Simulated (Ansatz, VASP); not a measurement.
# Two plane-wave programs on KBaI3

```xyz
5
Lattice="6.7192 0.0000 0.0000 0.0000 6.7192 0.0000 0.0000 0.0000 6.7192" Properties=species:S:1:pos:R:3 pbc="T T T"
K     0.0000    0.0000    0.0000
Ba    3.3596    3.3596    3.3596
I     3.3596    3.3596    0.0000
I     3.3596    0.0000    3.3596
I     0.0000    3.3596    3.3596
```

Alike in both runs: task single point; functional PBE; k mesh 4 × 4 × 4; no spin polarisation.

```csv
,VASP,Ansatz
version,VASP 6.6.1,Ansatz 0.2.0
potentials or method,"VASP PAW PBE potentials, release 64 (K_sv, Ba_sv, I)",plane waves
plane-wave cutoff (eV),520,420
occupations,"gaussian, width 0.01 eV",fixed
valence electrons in the cell,40,70
```

|  | VASP | Ansatz | Ansatz less VASP |
| --- | --- | --- | --- |
| gap on the k mesh at the Fermi level (eV) | 3.09 | 3.10 | +0.003 |
| pressure (GPa) | 0.2 | 0.1 | -0.15 |

VASP's potentials hold 40 valence electrons a cell and Ansatz's 70, so a difference there can come from the potentials and not from the codes.

Neither program's run includes spin-orbit coupling.
